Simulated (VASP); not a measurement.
# Cu (P-1) in VASP: single point with PBE

Aim: the single point of Cu with PBE.

Program: VASP 6.6.1. These are calculated values, not measurements. Logs are shortened: lines on timing, memory, paths and dates and some standing lists are left out, and cuts for length are marked.

### 1 The cell of the first run

The typed cell holds 2 atoms: a = 2.556 Å, b = 2.556 Å, c = 4.427 Å, α = 73.22°, β = 73.22°, γ = 60.00°.

### 2 Single point, PBE (atoms moved at random)

Contents of INCAR:

```
ALGO = Fast ; EDIFF = 1E-7
ENCUT = 520 ; GGA = PE
ISIF = 2 ; ISMEAR = -1
LASPH = T ; LCHARG = F
LREAL = F ; LWAVE = F
NBANDS = 18 ; NELM = 80
PREC = Accurate ; SIGMA = 0.05
```

Contents of KPOINTS:

```
k-points
0
Gamma
  12 12 7
```

Contents of POSCAR:

```
Cu
1.0
    0.0000000000     -1.8075000000     -1.8075000000
   -1.8075000000      0.0000000000     -1.8075000000
    1.8075000000      1.8075000000     -3.6150000000
Cu
2
Direct
    0.4855524900      0.5076089500      0.4979456400
    0.0144475100      0.9923910500      0.0020543600
```

Potentials or basis: VASP PAW PBE potentials, release 64 (Cu).

On the command line:

```sh
$ cat potpaw_PBE.64/Cu/POTCAR > POTCAR
$ mpirun -np 1 vasp_std > vasp.out
```

OUTCAR:

```text
EDIFF = 1E-7
   ENCUT = 520
   GGA = PE
   ISIF = 2
   ISMEAR = -1
   LASPH = T
   LREAL = F
   NELM = 80
   PREC = Accurate

 ion  position               nearest neighbor table
   1  0.486  0.508  0.498-   2 2.50   2 2.55   2 2.55   2 2.56   2 2.56   2 2.61
   2  0.014  0.992  0.002-   1 2.50   1 2.55   1 2.55   1 2.56   1 2.56   1 2.61

  LATTYP: Found a trigonal (rhomboedric) cell.
 ALAT       =     4.4274527101
 COS(alpha) =     0.8333333333

  Lattice vectors:

 A1 = (   1.8075000000,   3.6150000000,  -1.8075000000)
 A2 = (   3.6150000000,   1.8075000000,  -1.8075000000)
 A3 = (   1.8075000000,   1.8075000000,  -3.6150000000)

Analysis of symmetry for initial positions (statically):
=====================================================================
 Subroutine PRICEL returns:
 Original cell was already a primitive cell.

 Routine SETGRP: Setting up the symmetry group for a
 trigonal (rhombohedral) supercell.

 Subroutine GETGRP returns: Found  2 space group operations
 (whereof  1 operations were pure point group operations)
 out of a pool of 12 trial point group operations.

The static configuration has the point symmetry C_1 .
 The point group associated with its full space group is S_2 .

Analysis of symmetry for dynamics (positions and initial velocities):
=====================================================================
 Subroutine PRICEL returns:
 Original cell was already a primitive cell.

 Routine SETGRP: Setting up the symmetry group for a
 trigonal (rhombohedral) supercell.

 Subroutine GETGRP returns: Found  2 space group operations
 (whereof  1 operations were pure point group operations)
 out of a pool of 12 trial point group operations.

The dynamic configuration has the point symmetry C_1 .
 The point group associated with its full space group is S_2 .

 Subroutine INISYM returns: Found  2 space group operations
 (whereof  1 operations are pure point group operations),
 and found     1 'primitive' translations

----------------------------------------------------------------------------------------

                                     Primitive cell

  volume of cell :      23.6208

  direct lattice vectors                    reciprocal lattice vectors
     0.000000000 -1.807500000 -1.807500000     0.138312586 -0.414937759 -0.138312586
    -1.807500000  0.000000000 -1.807500000    -0.414937759  0.138312586 -0.138312586
     1.807500000  1.807500000 -3.615000000     0.138312586  0.138312586 -0.138312586
[... 98 lines left out ...]
   ISTART =      0    job   : 0-new  1-cont  2-samecut
   ICHARG =      2    charge: 1-file 2-atom 10-const
   ISPIN  =      1    spin polarized calculation?
   LNONCOLLINEAR =      F non collinear calculations
   LSORBIT =      F    spin-orbit coupling
   LASPH  =      T    aspherical Exc in radial PAW
   ENCUT  =  520.0 eV  38.22 Ry    6.18 a.u.   4.75  4.75  8.23*2*pi/ulx,y,z
   NELM   =     80;   NELMIN=  2; NELMDL= -5     # of ELM steps
   EDIFF  = 0.1E-06   stopping-criterion for ELM
   LREAL  =      F    real-space projection
   EDIFFG = 0.1E-05   stopping-criterion for IOM
   NSW    =      0    number of steps for IOM
   IBRION =     -1    ionic relax: 0-MD 1-quasi-New 2-CG
   NFREE  =      0    steps in history (QN), initial steepest desc. (CG)
   ISIF   =      2    stress and relaxation
   ISYM   =      2    0-nonsym 1-usesym 2-fastsym
   POTIM  = 0.5000    time-step for ionic-motion
   TEBEG  =    0.0;   TEEND  =   0.0 temperature during run
   PSTRESS=    0.0 pullay stress
   NELECT =      22.0000    total number of electrons
   NUPDOWN=      -1.0000    fix difference up-down
   EMIN   =  10.00;   EMAX   =-10.00  energy-range for DOS
   EFERMI =   0.00;   METHOD = LEGACY
   ISMEAR =    -1;   SIGMA  =   0.05  broadening in eV -4-tet -1-fermi 0-gaus
   EFERMI_NEDOS =   21; number of points for ismear=-14 and -15
   IALGO  =     68    algorithm
   IMIX   =      4    mixing-type and parameters
     AMIX     =   0.40;   BMIX     =  1.00
     AMIX_MAG =   1.60;   BMIX_MAG =  1.00
  volume/ion in A,a.u.               =      11.81        79.70
  Fermi-wavevector in a.u.,A,eV,Ry     =   1.598763  3.021224 34.777078  2.556043
  Thomas-Fermi vector in A             =   2.696162
   LORBIT       =      0    0 simple, 1 ext, 2 COOP (PROOUT), +10 PAW based schemes
   GGA     = PE    functional components
   LHFCALC =     F    Hartree Fock is set to
   AEXX    =    0.0000 exact exchange contribution
   IVDW    =     0    specifies the selected vdW correction
   LEPSILON=     F    determine dielectric tensor
   LRPA    =     F    only Hartree local field effects (RPA)
 non-spin polarized calculation
 RMM-DIIS sequential band-by-band and
  energy-cutoff  :      520.00
  volume of cell :       23.62
 maximum number of plane-waves:       663
   NGX =  9   NGY =  9   NGZ = 17

 number of electron      22.0000001 magnetization

 Free energy of the ion-electron system (eV)
  ---------------------------------------------------
  ext. energy  EPLUGINS =         0.00000000
  ---------------------------------------------------
  free energy    TOTEN  =        -7.44655277 eV

  energy without entropy =       -7.44051008  energy(sigma->0) =       -7.44353143

 E-fermi :   7.5704     XC(G=0): -12.7254

 val. band max:        7.5682276146   @ k =  -0.0833  -0.4167   0.4286
 cond. band min:       7.5709109428   @ k =  -0.4167  -0.0833   0.4286
 fundamental gap:      0.0026833282
 Fermi energy:         7.5703896149

 k-point     1 :       0.0000    0.0000    0.0000
  band No.  band energies     occupation
      1      -1.7658      2.00000
      2       2.5103      2.00000
      3       4.5289      2.00000
      4       4.5315      2.00000
      5       4.5502      2.00000
      6       4.5618      2.00000
[... 481 lines left out ...]
      5       4.1743      2.00000
      6       4.6527      2.00000
[... 10 lines left out ...]
     17      24.1136      0.00000
     18      29.3948      0.00000

 [... further k-points ...]
[... 5 lines left out ...]
  --------------------------------------------------------------------------------------
  -------------------------------------------------------------------------------------
  Total        0.3969688      0.3584477      0.4051390     -0.0565871      0.0385506      0.0097164
  in kB       26.9260122     24.3131603     27.4801885     -3.8382455      2.6148476      0.6590525
  external PRESSURE =      26.2397870 kB  Pullay stress =       0.0000000 kB

 VOLUME and BASIS-vectors are now :
 -----------------------------------------------------------------------------
  energy-cutoff  :      520.00
  volume of cell :       23.62
      direct lattice vectors                 reciprocal lattice vectors
     0.000000000 -1.807500000 -1.807500000     0.138312586 -0.414937759 -0.138312586
    -1.807500000  0.000000000 -1.807500000    -0.414937759  0.138312586 -0.138312586
     1.807500000  1.807500000 -3.615000000     0.138312586  0.138312586 -0.138312586

 POSITION                                       TOTAL-FORCE (eV/Angst)
 -----------------------------------------------------------------------------------
     -0.01747      0.02240     -3.59521         0.114629     -0.013867     -0.120873
     -1.79003     -0.02240     -1.82729        -0.114629      0.013867      0.120873
 -----------------------------------------------------------------------------------
    total drift:                                0.000000     -0.000000      0.000000

  FREE ENERGIE OF THE ION-ELECTRON SYSTEM (eV)
  ---------------------------------------------------
  free  energy   TOTEN  =        -7.4465527703 eV

  energy  without entropy=       -7.4405100798  energy(sigma->0) =       -7.44353143
```

stdout:

```text
POSCAR found type information on POSCAR Cu
 POSCAR found :  1 types and       2 ions
 scaLAPACK will be used
[... 35 lines left out ...]
 num prob  num prob  num prob  num prob  num prob  num prob  num prob  num prob  num prob  num prob  num prob  num prob  num prob  num prob  num prob  num prob  num prob  num prob  num prob  num prob  num prob  num prob  num prob  num prob  num prob  num prob RMM:  16    -0.744655277293E+01    0.12892E-06   -0.86617E-08 12380   0.472E-03    0.121E-03
 num prob  num prob  num prob  num prob  num prob  num prob  num prob  num prob  num prob  num prob  num prob  num prob  num prob  num prob  num prob WARNING in EDDRMM: call to ZHEGV failed, returncode =   6  3     17
 num prob  num prob RMM:  17    -0.744655277031E+01    0.26216E-08   -0.26172E-08 11409   0.180E-03
```

Wall time 6.2 min (1 thread of Intel Xeon 8259CL, shared host); peak memory 0.28 GiB.

What came out:

```yaml
Free_energy: -7.4466 eV
Pressure: 2.6 GPa
Largest_force: 0.167 eV/Å
Band_gap_on_the_k_mesh: zero (bands 11 and 12 overlap by 5.34 eV)
```

Forces in eV/Å, atoms in the order of the input:
```
Cu   0.115 -0.014 -0.121
Cu  -0.115  0.014  0.121
```

Stress tensor (GPa, compression positive):
```
 2.69 -0.38  0.07
-0.38  2.43  0.26
 0.07  0.26  2.75
```

Caveat: the cell differs from its parent crystal (atoms moved at random).
